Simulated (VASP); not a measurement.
A run of VASP 6.6.1:

The input INCAR:

```
PREC     = Accurate       # precision mode
ENCUT    = 520            # plane-wave cutoff, eV
EDIFF    = 1E-7           # SCF threshold, eV
ISMEAR   = 0              # smearing method
SIGMA    = 0.05           # smearing width, eV
LREAL    = False          # projectors in reciprocal space
LASPH    = True           # aspherical terms in the spheres
NELM     = 80             # most SCF steps
ALGO     = Normal         # electronic algorithm
ISIF     = 2              # what is computed and relaxed
LWAVE    = False          # write WAVECAR
LCHARG   = False          # write CHGCAR
GGA      = PS             # functional
NBANDS   = 26             # bands
```

File KPOINTS:

```
regular mesh
0
Gamma
  8 8 3
```

The input POSCAR:

```
AlN
1.0
   -3.1135599822      0.0000000000      0.0000000000
   -1.5567799911     -2.6964220408      0.0000000000
   -0.5189266637     -0.8988073469     10.6667009506
Al N
4 4
Direct
    0.3333333333      0.0516176317      0.8451471048
    0.3333333333      0.2073468335      0.3779594994
    0.6666666667      0.6185447678      0.1443656966
    0.6666666667      0.4628155660      0.6115533021
    0.3333333333      0.3035906313      0.0892281061
    0.3333333333      0.1478614295      0.5564157116
    0.6666666667      0.5590593637      0.3228219088
    0.6666666667      0.4033301619      0.7900095143
```

Potentials or basis: VASP PAW PBE potentials, release 64 (Al, N).

The run is started by

```sh
$ cat potpaw_PBE.64/Al/POTCAR potpaw_PBE.64/N/POTCAR > POTCAR
$ mpirun -np 1 vasp_std > vasp.out
```

Hardware: 1 thread of Intel(R) Xeon(R) 6975P-C (Granite Rapids), on a shared host.

Estimate the wall time of this run.

Wall time 96 s on 1 thread of Intel(R) Xeon(R) 6975P-C (Granite Rapids), with other jobs on the host, peak memory 0.31 GiB. Counts: scf iterations 16, k points 98.
